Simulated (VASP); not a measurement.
Set up this calculation in VASP 6.6.1, as the native input.

```yaml
Task: single point
Functional: r2SCAN
Potentials_or_basis: VASP PAW PBE potentials, release 64 (P)
Cutoff: 520 eV
k_mesh: 18 × 18 × 18
Occupations: gaussian, width 0.1 eV
Spin: no spin polarisation
Dipole_correction: no
Further_INCAR_settings: ALGO = Normal; EDIFF = 1e-06; NBANDS = 12
```

P:

```
P
1.0
     0.00000    2.71413    2.71413
     2.71413    0.00000    2.71413
     2.71413    2.71413    0.00000
P
2
Direct
  0.00000 0.00000 0.00000
  0.25000 0.25000 0.25000
```

One way to write it, as run:

POSCAR

```
P
1.0
    0.0000000000      2.7141333475      2.7141333475
    2.7141333475      0.0000000000      2.7141333475
    2.7141333475      2.7141333475      0.0000000000
P
2
Direct
    0.0000000000      0.0000000000      0.0000000000
    0.2500000000      0.2500000000      0.2500000000
```

INCAR.step1

```
SYSTEM = P
ALGO = Normal
EDIFF = 1E-4
ENCUT = 520
GGA = PE
ISMEAR = 0
LASPH = .TRUE.
LCHARG = .FALSE.
LREAL = .FALSE.
LWAVE = .TRUE.
NBANDS = 12
NELM = 80
PREC = Accurate
SIGMA = 0.1
```

INCAR.step2

```
SYSTEM = P
ALGO = Normal
EDIFF = 1E-6
ENCUT = 520
ISIF = 2
ISMEAR = 0
ISTART = 1
LASPH = .TRUE.
LCHARG = .FALSE.
LMIXTAU = .TRUE.
LREAL = .FALSE.
LWAVE = .FALSE.
METAGGA = R2SCAN
NBANDS = 12
NELM = 80
PREC = Accurate
SIGMA = 0.1
```

KPOINTS

```
k-points
0
G
  18 18 18
  0 0 0
```

Potentials or basis: VASP PAW PBE potentials, release 64 (P).

Launch:

```console
$ cat potpaw_PBE.64/P/POTCAR > POTCAR
$ cp INCAR.step1 INCAR
$ mpirun -np 1 vasp_std > vasp.out
$ cp INCAR.step2 INCAR
$ mpirun -np 1 vasp_std > vasp.out
```

Results of the run:

| Property | Result |
| --- | --- |
| Pressure | -0.2 GPa |
| Band gap on the k mesh | zero (band 5 reaches 7.74 eV, above the bottom of band 6 at 5.06 eV) |

Caveat: the PAW data sets were made with another functional, which shifts forces and pressure a little.

Wall time 6.3 min on 1 thread of Intel(R) Xeon(R) Platinum 8375C CPU @ 2.90GHz (Ice Lake) (shared host), peak memory 0.21 GiB.
